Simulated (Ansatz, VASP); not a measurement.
# In2BiP: VASP beside Ansatz

The input INCAR:

```
SYSTEM = In2BiP
  PREC = Accurate
  ENCUT = 520
  EDIFF = 1E-7
  ISMEAR = -1
  SIGMA = 0.02
  LREAL = .False.
  LASPH = .True.
  NELM = 100
  ALGO = Normal
  ISIF = 2
  LWAVE = .False.
  LCHARG = .False.
  GGA = PE
  NBANDS = 31
```

Contents of KPOINTS:

```
Automatic mesh
0
Gamma
  6 6 4
  0 0 0
```

Contents of POSCAR:

```
In2BiP
1.0
    4.5093185277      0.0000000000      0.0000000000
    0.0000000000      4.5093185277      0.0000000000
    0.0000000000      0.0000000000      6.4496981285
P In Bi
1 2 1
Direct
    0.0000000000      0.0000000000      0.0000000000
    0.0000000000      0.5000000000      0.7820975152
    0.5000000000      0.0000000000      0.2179024848
    0.5000000000      0.5000000000      0.5000000000
```

Input for Ansatz:

```yaml
crystal:
  lattice:
    - [4.5093185277, 0.0, 0.0]
    - [0.0, 4.5093185277, 0.0]
    - [0.0, 0.0, 6.4496981285]
  atoms:
    - { symbol: P, position: [0.0, 0.0, 0.0] }
    - { symbol: In, position: [0.0, 0.5, 0.7820975152] }
    - { symbol: Bi, position: [0.5, 0.5, 0.5] }
    - { symbol: In, position: [0.5, 0.0, 0.2179024848] }
kpoints:
  mp_grid: { grid: [6, 6, 4] }
hamiltonian:
  xc: pbe
scf:
  occupations: { method: fermi_dirac, width: 0.02 }
  n_extra_bands: 5
output:
  forces: true
  stress: true
  eigenvalues: true
```

Alike in both runs: task single point; functional PBE; k mesh 6 × 6 × 4; occupations fermi-dirac, width 0.02 eV; no spin polarisation.

```csv
,VASP,Ansatz
version,VASP 6.6.1,Ansatz 0.2.0
potentials or method,"VASP PAW PBE potentials, release 64 (P, In_d, Bi_d)","plane waves, PAW"
plane-wave cutoff (eV),520,420
valence electrons in the cell,46,46
```

```tsv
	VASP	Ansatz	Ansatz less VASP
pressure (GPa)	0.0	0.0	+0.04
```

Neither program's run includes spin-orbit coupling.
